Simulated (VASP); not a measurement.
A run of VASP 6.6.1 is set up as follows.

File INCAR:

```
SYSTEM = Si4Sn
PREC = Accurate
ENCUT = 600
EDIFF = 1E-6
ISMEAR = 0
SIGMA = 0.2
LREAL = .FALSE.
LASPH = .TRUE.
NELM = 60
ALGO = Normal
ISIF = 3
LWAVE = .FALSE.
LCHARG = .FALSE.
GGA = PE
IBRION = 2
NSW = 36
EDIFFG = -0.08
```

File KPOINTS:

```
regular mesh
0
G
  6 6 2
  0 0 0
```

File POSCAR:

```
Si4Sn
1.0
    3.0571096000      0.0000000000      0.0000000000
   -1.5285548000      2.6475345800      0.0000000000
    0.0000000000      0.0000000000      9.8300790000
Si Sn
4 1
Direct
    0.3333333300      0.6666666700      0.8658552800
    0.3333333300      0.6666666700      0.3767953500
    0.6666666700      0.3333333300      0.1341447200
    0.6666666700      0.3333333300      0.6232046500
    0.0000000000      0.0000000000      0.0000000000
```

Potentials or basis: VASP PAW PBE potentials, release 64 (Si, Sn_d).

The run is started by

```bash
$ cat potpaw_PBE.64/Si/POTCAR potpaw_PBE.64/Sn_d/POTCAR > POTCAR
$ mpirun -np 1 vasp_std > vasp.out
```

(1) Predict the relaxed cell.

(2) Estimate the band gap on the k mesh.

(3) Estimate the relaxed volume.

## Answers

(1) a = 3.955 Å, b = 3.955 Å, c = 7.374 Å, α = 90.00°, β = 90.00°, γ = 120.00°.

(2) zero (band 15 reaches 9.41 eV, above the bottom of band 16 at 6.26 eV).

(3) 19.98 Å³/atom.

Caveat: the k points lie up to 0.43 Å⁻¹ apart in the final cell; the volume moved by over 15 % at a fixed basis, so the end points are rough; spin-orbit coupling is left out, which moves the levels of the heavy elements.
